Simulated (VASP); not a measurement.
A run of VASP 6.6.1 is set up as follows.

Contents of INCAR:

```
SYSTEM = ScAs4
ALGO     = Normal         ! electronic algorithm
EDIFF    = 1E-7           ! SCF threshold, eV
EDIFFG   = -0.04          ! ionic threshold
ENCUT    = 500            ! plane-wave cutoff, eV
GGA      = PE             ! functional
GGA_COMPAT= .False.      
IBRION   = 2              ! ionic algorithm
ISIF     = 3              ! what is computed and relaxed
ISMEAR   = 0              ! smearing method
LASPH    = .True.         ! aspherical terms in the spheres
LCHARG   = .False.        ! write CHGCAR
LREAL    = .False.        ! projectors in reciprocal space
LWAVE    = .False.        ! write WAVECAR
NELM     = 120            ! most SCF steps
NELMIN   = 4            
NSW      = 90             ! ionic steps
PREC     = Accurate       ! precision mode
SIGMA    = 0.1            ! smearing width, eV
```

File KPOINTS:

```
k-points
0
Gamma
  4 4 2
  0 0 0
```

The input POSCAR:

```
ScAs4
1.0
    2.3722166400     -3.4721012700      0.0000000000
    2.3722166400      3.4721012700      0.0000000000
    0.0000000000      0.0000000000      8.4255310400
Sc As
1 4
Direct
    0.0000000000      0.0000000000      0.0000000000
    0.5000000000      0.5000000000      0.7130340000
    0.5000000000      0.5000000000      0.2869660000
    0.2957025400      0.7042974600      0.5000000000
    0.7042974600      0.2957025400      0.5000000000
```

Potentials or basis: VASP PAW PBE potentials, release 64 (Sc_sv, As).

Command:

```bash
$ cat potpaw_PBE.64/Sc_sv/POTCAR potpaw_PBE.64/As/POTCAR > POTCAR
$ mpirun -np 1 vasp_std > vasp.out
```

Q: Predict the space group after relaxing (to 0.1 Å).

A: Cmmm (No. 65).

Q: Predict the relaxed cell.

A: a = 4.888 Å, b = 4.888 Å, c = 6.214 Å, α = 90.00°, β = 90.00°, γ = 119.53°.

Q: Predict the relaxed volume.

A: 25.83 Å³/atom.

Final structure:
```
Sc As
1.0
     2.46124   -4.22279    0.00000
     2.46124    4.22279    0.00000
     0.00000    0.00000    6.21360
Sc As
1 4
Direct
  0.00000 0.00000 0.00000
  0.50000 0.50000 0.77528
  0.50000 0.50000 0.22472
  0.27829 0.72171 0.50000
  0.72171 0.27829 0.50000
```

Caveat: the k points lie up to 0.51 Å⁻¹ apart in the final cell, too coarse for converged energies and pressures of a metal; a cell axis changed by over 15 % at a fixed basis, so the end point is rough; an odd number of electrons without spin polarisation forces a metal; a magnetic or distorted state may lie lower.
